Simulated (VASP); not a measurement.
# Si16O (a cell with a defect) in VASP: further runs, part 2 of 2

VASP 6.6.1. Earlier steps stand in the parts before.

## Step 3: Single point, r2SCAN

The input, POSCAR:

```
Si16O
1.0
    0.0000000000      5.4437023800     -5.4437023800
    5.4437023800      5.4437023800      0.0000000000
    5.4437023800      0.0000000000     -5.4437023800
Si O
16 1
Direct
    0.1499830342      0.1311374043      0.1305514061
    0.1170997155      0.6270166445      0.1245299527
    0.6259370484      0.0830680975      0.1200546897
    0.6146549290      0.6000806569      0.1108105216
    0.1300935376      0.1244536260      0.6353966949
    0.1229315920      0.6296303069      0.6218626155
    0.6267025201      0.1298809065      0.6398540473
    0.6228635887      0.6263590039      0.6148175941
    0.2420439084      0.7551131037      0.2472280639
    0.2658630834      0.2544688161      0.2602961002
    0.7423692035      0.7127946624      0.2408471126
    0.7814799934      0.2440327202      0.2730361427
    0.2485209340      0.7503856227      0.7499513594
    0.2528449213      0.2557005146      0.7568311440
    0.7485080402      0.7537125863      0.7375247065
    0.7542279525      0.2531994594      0.7575178090
   -0.2266519942      0.0573703296      0.2335296663
```

The input, INCAR.step1:

```
ALGO = Normal ; EDIFF = 1E-4
ENCUT = 520 ; GGA = PE
ISMEAR = 0 ; LASPH = T
LCHARG = F ; LREAL = Auto
LWAVE = T ; NBANDS = 49
NELM = 80 ; PREC = Accurate
SIGMA = 0.02
```

The input, INCAR.step2:

```
ALGO = Normal ; EDIFF = 1E-6
ENCUT = 520 ; ISIF = 2
ISMEAR = 0 ; ISTART = 1
LASPH = T ; LCHARG = T
LELF = T ; LMIXTAU = T
LREAL = Auto ; LVHAR = T
LWAVE = F ; METAGGA = R2SCAN
NBANDS = 49 ; NELM = 80
PREC = Accurate ; SIGMA = 0.02
```

The input, KPOINTS:

```
k-points
0
Gamma
  2 2 2
```

Potentials or basis: VASP PAW PBE potentials, release 64 (Si, O).

Started as:

```bash
cat potpaw_PBE.64/Si/POTCAR potpaw_PBE.64/O/POTCAR > POTCAR
cp INCAR.step1 INCAR
mpirun -np 1 vasp_std > vasp.out
cp INCAR.step2 INCAR
mpirun -np 1 vasp_std > vasp.out
```

Run time: 6.3 min. Hardware: 1 thread of Intel Xeon 6975P-C (Granite Rapids), shared host; peak memory 0.56 GiB.

The run converged. Its results:

```yaml
Free_energy: -147.6598 eV
Pressure: 2.6 GPa
Largest_force: 0.071 eV/Å
Band_gap_on_the_k_mesh: 0.70 eV
```

Forces on the atoms (eV/Å):
```
Si   0.005 -0.003  0.000
Si   0.002 -0.002 -0.003
Si  -0.031 -0.034  0.054
Si   0.006  0.005 -0.012
Si   0.004  0.000  0.001
Si   0.000  0.000 -0.001
Si  -0.005  0.001  0.007
Si  -0.004 -0.003 -0.001
Si  -0.001  0.000  0.000
Si  -0.008 -0.001  0.001
Si   0.009  0.007  0.001
Si   0.044  0.042 -0.029
Si   0.002 -0.001  0.000
Si   0.001 -0.003 -0.004
Si  -0.001 -0.002 -0.002
Si  -0.006 -0.009  0.007
O   -0.019  0.003 -0.018
```

Stress tensor (GPa, compression positive):
```
 2.64  1.26 -1.75
 1.26  2.77 -1.68
-1.75 -1.68  2.42
```

Levels at points of the mesh, in eV from the valence-band top:
| k point | band 33 | band 34 | band 35 | band 36 | band 37 | band 38 |
| --- | --- | --- | --- | --- | --- | --- |
| (0.00, 0.00, 0.00) | -0.33 | -0.05 | 0.00 | 0.70 | 1.01 | 1.04 |
| (0.50, 0.00, 0.00) | -0.82 | -0.63 | -0.62 | 1.54 | 1.69 | 1.84 |
| (0.00, 0.50, 0.00) | -0.86 | -0.68 | -0.56 | 1.56 | 1.67 | 1.84 |
| (0.00, 0.00, 0.50) | -0.81 | -0.66 | -0.60 | 1.49 | 1.72 | 1.84 |
| (0.50, 0.50, 0.50) | -0.73 | -0.62 | -0.05 | 1.40 | 1.70 | 1.75 |
| (0.50, 0.50, 0.00) | -1.40 | -1.16 | -0.87 | 1.59 | 1.70 | 2.61 |
| (0.00, 0.50, 0.50) | -1.37 | -1.23 | -0.72 | 1.54 | 1.69 | 2.61 |
| (0.50, 0.00, 0.50) | -1.38 | -1.27 | -0.27 | 1.39 | 1.69 | 2.59 |

Caveat: the k points lie up to 0.50 Å⁻¹ apart; the PAW data sets were made with another functional, which shifts forces and pressure a little.

## Step 4: Single point, r2SCAN

The input, POSCAR:

```
Si16O
1.0
    0.0000000000      5.4437023800     -5.4437023800
    5.4437023800      5.4437023800      0.0000000000
    5.4437023800      0.0000000000     -5.4437023800
Si O
16 1
Direct
    0.1396209688      0.1298542702      0.1266577325
    0.1147633460      0.6263581772      0.1228637154
    0.6199099004      0.0830998773      0.1260337087
    0.6107355377      0.6001135389      0.1147497524
    0.1354531252      0.1244705263      0.6300106546
    0.1218115822      0.6296332460      0.6229870341
    0.6305906827      0.1311500795      0.6501698206
    0.6245221106      0.6270424541      0.6171563516
    0.2374380357      0.7536848478      0.2485666749
    0.2573230317      0.2531833858      0.2541299842
    0.7408111646      0.7128349842      0.2424082743
    0.7728426733      0.2440534782      0.2816396623
    0.2499404642      0.7504007778      0.7485252160
    0.2568703986      0.2557007902      0.7527986863
    0.7471749402      0.7551334943      0.7421493164
    0.7603681669      0.2545049129      0.7660075274
   -0.2671910399      0.0575034192      0.2739224880
```

The input, INCAR.step1:

```
SYSTEM = Si16O
PREC     = Accurate       ! precision mode
ENCUT    = 520            ! plane-wave cutoff, eV
ISMEAR   = 0              ! smearing method
SIGMA    = 0.02           ! smearing width, eV
LREAL    = Auto         
LASPH    = .True.         ! aspherical terms in the spheres
NELM     = 60             ! most SCF steps
NBANDS   = 49             ! bands
GGA      = PE             ! functional
ALGO     = Normal         ! electronic algorithm
EDIFF    = 1E-4           ! SCF threshold, eV
LWAVE    = .True.         ! write WAVECAR
LCHARG   = .False.        ! write CHGCAR
```

The input, INCAR.step2:

```
SYSTEM = Si16O
PREC     = Accurate       ! precision mode
ENCUT    = 520            ! plane-wave cutoff, eV
EDIFF    = 1E-6           ! SCF threshold, eV
ISMEAR   = 0              ! smearing method
SIGMA    = 0.02           ! smearing width, eV
LREAL    = Auto         
LASPH    = .True.         ! aspherical terms in the spheres
NELM     = 60             ! most SCF steps
ALGO     = Normal         ! electronic algorithm
ISIF     = 2              ! what is computed and relaxed
LWAVE    = .False.        ! write WAVECAR
LCHARG   = .True.         ! write CHGCAR
METAGGA  = R2SCAN         ! meta-GGA
LMIXTAU  = .True.       
LELF     = .True.         ! ELF
LVHAR    = .True.       
NBANDS   = 49             ! bands
ISTART   = 1
```

The input, KPOINTS:

```
regular mesh
0
Gamma
  2 2 2
  0 0 0
```

Potentials or basis: VASP PAW PBE potentials, release 64 (Si, O).

Started as:

```bash
cat potpaw_PBE.64/Si/POTCAR potpaw_PBE.64/O/POTCAR > POTCAR
cp INCAR.step1 INCAR
mpirun -np 1 vasp_std > vasp.out
cp INCAR.step2 INCAR
mpirun -np 1 vasp_std > vasp.out
```

OUTCAR:

```text
SYSTEM = Si16O
   PREC = Accurate
   ENCUT = 520
   EDIFF = 1E-6
   ISMEAR = 0
   LREAL = Auto
   LASPH = .True.
   NELM = 60
   ISIF = 2
   METAGGA = R2SCAN
   ISTART = 1

 ion  position               nearest neighbor table
   1  0.140  0.130  0.127-  10 2.32  12 2.32  14 2.35   9 2.38
   2  0.115  0.626  0.123-  10 2.35  13 2.35   9 2.36  11 2.37
   3  0.620  0.083  0.126-  17 1.64  10 2.32  16 2.32  11 2.33  12 2.95
   4  0.611  0.600  0.115-  12 2.32  11 2.33  15 2.36   9 2.36
   5  0.135  0.124  0.630-  13 2.35  16 2.36  14 2.36  10 2.36
   6  0.122  0.630  0.623-  14 2.35  13 2.35   9 2.35  15 2.36
   7  0.631  0.131  0.650-  16 2.32  12 2.32  14 2.36  15 2.38
   8  0.625  0.627  0.617-  16 2.35  13 2.36  15 2.36  11 2.38
   9  0.237  0.754  0.249-   6 2.35   2 2.36   4 2.36   1 2.38
  10  0.257  0.253  0.254-   3 2.32   1 2.32   2 2.35   5 2.36
  11  0.741  0.713  0.242-   3 2.33   4 2.33   2 2.37   8 2.38
  12  0.773  0.244  0.282-  17 1.65   1 2.32   4 2.32   7 2.32   3 2.95
  13  0.250  0.750  0.749-   6 2.35   5 2.35   2 2.35   8 2.36
  14  0.257  0.256  0.753-   1 2.35   6 2.35   7 2.36   5 2.36
  15  0.747  0.755  0.742-   6 2.36   4 2.36   8 2.36   7 2.38
  16  0.760  0.255  0.766-   3 2.32   7 2.32   8 2.35   5 2.36
[... 209 lines left out ...]
      2      -6.4928      2.00000
      3      -5.0511      2.00000
      4      -4.2779      2.00000
      5      -4.2525      2.00000
      6      -3.8851      2.00000
[... 389 lines left out ...]
     46      10.3059      0.00000
     47      10.6408      0.00000
 [bands above 47 left out]

------------------------ aborting loop because EDIFF is reached ----------------------------------------

  FORCE on cell =-STRESS in cart. coord.  units (eV):
  Direction    XX          YY          ZZ          XY          YZ          ZX
  --------------------------------------------------------------------------------------
  -------------------------------------------------------------------------------------
  Total        5.5895106      5.3113032      4.8803286      2.5407058     -3.5267697     -3.3708087
  in kB       27.7569187     26.3753699     24.2351959     12.6168763    -17.5135651    -16.7390795
  external PRESSURE =      26.1224948 kB  Pullay stress =       0.0000000 kB

 VOLUME and BASIS-vectors are now :
 -----------------------------------------------------------------------------
  energy-cutoff  :      520.00
  volume of cell :      322.64
      direct lattice vectors                 reciprocal lattice vectors
     0.000000000  5.443702380 -5.443702380    -0.091849254  0.091849254 -0.091849254
     5.443702380  5.443702380  0.000000000     0.091849254  0.091849254  0.091849254
     5.443702380  0.000000000 -5.443702380     0.091849254 -0.091849254 -0.091849254

 POSITION                                       TOTAL-FORCE (eV/Angst)
 -----------------------------------------------------------------------------------
      1.39637      1.46694     -1.44954         0.000700     -0.003483      0.006136
      4.07854      4.03444     -1.29357        -0.003600     -0.004003     -0.001216
      1.13846      3.82698     -4.06070        -0.033939     -0.030119      0.054466
      3.89150      6.59150     -3.94933         0.005091      0.006365     -0.012013
      4.10717      1.41495     -4.16696        -0.000348      0.004645      0.000667
      6.81889      4.09064     -4.05446        -0.000677      0.000552     -0.001115
[... 9 lines left out ...]
      5.55537      5.52467     -8.30913        -0.001792     -0.008114      0.000846
      1.80418      4.30223     -5.48035         0.005957     -0.022451     -0.016920
 -----------------------------------------------------------------------------------
    total drift:                               -0.002672     -0.002151      0.003110

  FREE ENERGIE OF THE ION-ELECTRON SYSTEM (eV)
  ---------------------------------------------------
  free  energy   TOTEN  =      -147.6598772733 eV

  energy  without entropy=     -147.6598772733  energy(sigma->0) =     -147.65987727
```

OSZICAR.step1:

```text
N       E                     dE             d eps       ncg     rms          rms(c)
DAV:   1     0.207034745332E+03    0.20703E+03   -0.27723E+04   784   0.120E+03
DAV:   2    -0.739317777485E+02   -0.28097E+03   -0.26696E+03   960   0.189E+02
DAV:   3    -0.955646283066E+02   -0.21633E+02   -0.21347E+02   983   0.495E+01
DAV:   4    -0.959946207052E+02   -0.42999E+00   -0.42908E+00   968   0.835E+00
DAV:   5    -0.960032124509E+02   -0.85917E-02   -0.85883E-02   968   0.116E+00    0.170E+01
DAV:   6    -0.930049659454E+02    0.29982E+01   -0.84437E+00  1096   0.150E+01    0.102E+01
DAV:   7    -0.928240615290E+02    0.18090E+00   -0.32654E+00   904   0.621E+00    0.425E+00
DAV:   8    -0.927517138935E+02    0.72348E-01   -0.83676E-01  1080   0.475E+00    0.140E+00
DAV:   9    -0.927238571959E+02    0.27857E-01   -0.27179E-01  1056   0.272E+00    0.368E-01
DAV:  10    -0.927352188461E+02   -0.11362E-01   -0.11512E-01   904   0.118E+00    0.475E-01
DAV:  11    -0.927331352767E+02    0.20836E-02   -0.17978E-02  1168   0.746E-01    0.116E-01
DAV:  12    -0.927339359412E+02   -0.80066E-03   -0.42924E-03   896   0.275E-01    0.472E-02
DAV:  13    -0.927340128755E+02   -0.76934E-04   -0.40746E-04   888   0.750E-02
   1 F= -.92734013E+02 E0= -.92734013E+02  d E =-.102910E-21
```

It took 7.9 min on 1 thread of Intel Xeon 6975P-C (Granite Rapids), shared host; peak memory 0.55 GiB.

Results:

- Free energy: -147.6599 eV
- Pressure: 2.6 GPa
- Largest force: 0.071 eV/Å
- Band gap on the k mesh: 0.70 eV

Forces in eV/Å, atoms in the order of the input:
```
Si   0.001 -0.003  0.006
Si  -0.004 -0.004 -0.001
Si  -0.034 -0.030  0.054
Si   0.005  0.006 -0.012
Si   0.000  0.005  0.001
Si  -0.001  0.001 -0.001
Si  -0.002  0.005  0.000
Si  -0.003  0.002 -0.003
Si  -0.002 -0.001 -0.002
Si  -0.009 -0.006  0.006
Si   0.008  0.009  0.001
Si   0.042  0.044 -0.029
Si  -0.001  0.002  0.000
Si  -0.003  0.001 -0.004
Si   0.000  0.000 -0.001
Si  -0.002 -0.008  0.001
O    0.006 -0.022 -0.017
```

Caveat: the k points lie up to 0.50 Å⁻¹ apart; the PAW data sets were made with another functional, which shifts forces and pressure a little.

## Step 5: Summary

```tsv
cell	gap on the mesh (eV)	pressure (GPa)	largest force (eV/Å)
as given, atomic positions A	0.70	2.6	0.07
as given, atomic positions B	0.70	2.6	0.07
as given, atomic positions C	0.70	2.6	0.07
```

Alike in all rows: task single point; level r2SCAN; potentials or basis VASP PAW PBE potentials, release 64 (Si, O); no spin polarisation; k mesh 2 × 2 × 2; cutoff (eV) 520; smearing gaussian 0.02 eV.

Caveats: all runs use coarse meshes; the PAW data sets were made with another functional, which shifts forces and pressure a little.

Absolute energies hang on the potentials; compare differences alone.
